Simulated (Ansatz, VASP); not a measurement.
**One calculation of LiNbO3, two programs**

File INCAR:

```
ALGO     = Normal         # electronic algorithm
EDIFF    = 1E-7           # SCF threshold, eV
ENCUT    = 520            # plane-wave cutoff, eV
GGA      = PE             # functional
ISIF     = 2              # what is computed and relaxed
ISMEAR   = 0              # smearing method
LASPH    = T              # aspherical terms in the spheres
LCHARG   = T              # write CHGCAR
LELF     = T              # ELF
LREAL    = F              # projectors in reciprocal space
LVHAR    = T            
LWAVE    = F              # write WAVECAR
NBANDS   = 45             # bands
NELM     = 60             # most SCF steps
PREC     = Accurate       # precision mode
SIGMA    = 0.05           # smearing width, eV
```

The input KPOINTS:

```
k-points
0
Gamma
  6 6 6
```

Contents of POSCAR:

```
LiNbO3
1.0
    2.6369588620      1.5224489088      4.5244940155
   -2.6369588620      1.5224489088      4.5244940155
    0.0000000000     -3.0448978176      4.5244940155
Li Nb O
2 2 6
Direct
    0.2815913687      0.2815913687      0.2815913687
    0.7815913687      0.7815913687      0.7815913687
    0.0004900497      0.0004900497      0.0004900497
    0.5004900497      0.5004900497      0.5004900497
    0.1104619503      0.3580262714      0.7211003599
    0.7211003599      0.1104619503      0.3580262714
    0.3580262714      0.7211003599      0.1104619503
    0.2211003599      0.8580262714      0.6104619503
    0.8580262714      0.6104619503      0.2211003599
    0.6104619503      0.2211003599      0.8580262714
```

Input for Ansatz:

```yaml
crystal:
  lattice:
    - [2.636958862, 1.5224489088, 4.5244940155]
    - [-2.636958862, 1.5224489088, 4.5244940155]
    - [0.0, -3.0448978176, 4.5244940155]
  atoms:
    - { symbol: Li, position: [0.2815913687, 0.2815913687, 0.2815913687] }
    - { symbol: Li, position: [0.7815913687, 0.7815913687, 0.7815913687] }
    - { symbol: Nb, position: [0.0004900497, 0.0004900497, 0.0004900497] }
    - { symbol: Nb, position: [0.5004900497, 0.5004900497, 0.5004900497] }
    - { symbol: O, position: [0.1104619503, 0.3580262714, 0.7211003599] }
    - { symbol: O, position: [0.7211003599, 0.1104619503, 0.3580262714] }
    - { symbol: O, position: [0.3580262714, 0.7211003599, 0.1104619503] }
    - { symbol: O, position: [0.2211003599, 0.8580262714, 0.6104619503] }
    - { symbol: O, position: [0.8580262714, 0.6104619503, 0.2211003599] }
    - { symbol: O, position: [0.6104619503, 0.2211003599, 0.8580262714] }
basis:
  ecutwfc: 520.0
kpoints:
  mp_grid: { grid: [6, 6, 6] }
hamiltonian:
  xc: pbe
  pseudopotentials: { kind: paw, azcp: { folder: soft_1 } }
scf:
  occupations: { method: gaussian, width: 0.05 }
output:
  forces: true
  stress: true
  eigenvalues: true
```

Alike in both runs: task single point; functional PBE; k mesh 6 × 6 × 6; occupations gaussian, width 0.05 eV; no spin polarisation.

```csv
,VASP,Ansatz
version,VASP 6.6.1,Ansatz 0.2.0
potentials or method,"VASP PAW PBE potentials, release 64 (Li_sv, Nb_sv, O), cutoff 520 eV","scalar-relativistic, plane waves, PAW"
valence electrons in the cell,68,68
```

Ansatz gave:

```
gap on the k mesh at the Fermi level (eV) : 3.51
least direct gap on the mesh (eV)         : 3.58
rms of the force components (eV/Å)        : 0.082
```

Q: What did VASP give for the same quantities?

A: gap on the k mesh at the Fermi level (eV): 3.49; least direct gap on the mesh (eV): 3.57; rms of the force components (eV/Å): 0.082.

Atom by atom the forces differ by 0.010 eV/Å (rms over components).

Noted on VASP's run: the cutoff is short for stress, so the pressure is rough.
